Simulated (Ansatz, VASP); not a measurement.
## Pd, level by level in two programs

```
CELL_PARAMETERS angstrom
0.00000 1.94650 1.94650
1.94650 0.00000 1.94650
1.94650 1.94650 0.00000
ATOMIC_POSITIONS crystal
Pd 0.00000 0.00000 0.00000
```

Single points on this cell with VASP 6.6.1 and Ansatz 0.2.0. Each row is one pair of runs. Alike in all rows: spin: off; smearing: fermi-dirac, width 0.05 eV; VASP's potentials, cutoff: VASP PAW PBE potentials, release 64 (Pd), 520 eV; Ansatz's potentials, cutoff: Ansatz PAW, 420 eV.

```tsv
level	k mesh	gap on the k mesh at the Fermi level (eV), VASP	gap on the k mesh at the Fermi level (eV), Ansatz	pressure (GPa), VASP	pressure (GPa), Ansatz
HSE06	8 × 8 × 8	none	none	3.0	2.6
PBEsol-based screened hybrid	6 × 6 × 6	none	none	-4.9	-5.5
HF	6 × 6 × 6	none	?	12.8	?
```

**Question.** Fill in what Ansatz gave in row 3.

**Answer.** gap on the k mesh at the Fermi level (eV): none; pressure (GPa): 19.4.

VASP's potentials hold 10 valence electrons a cell and Ansatz's 18, so a difference there can come from the potentials and not from the codes.

A gap of «none» marks a metal or a gap that the smearing closes.

The k mesh is coarse in some rows, so the values compare programs but aren't converged. Noted on Ansatz's runs: Pulay correction over one GPa.
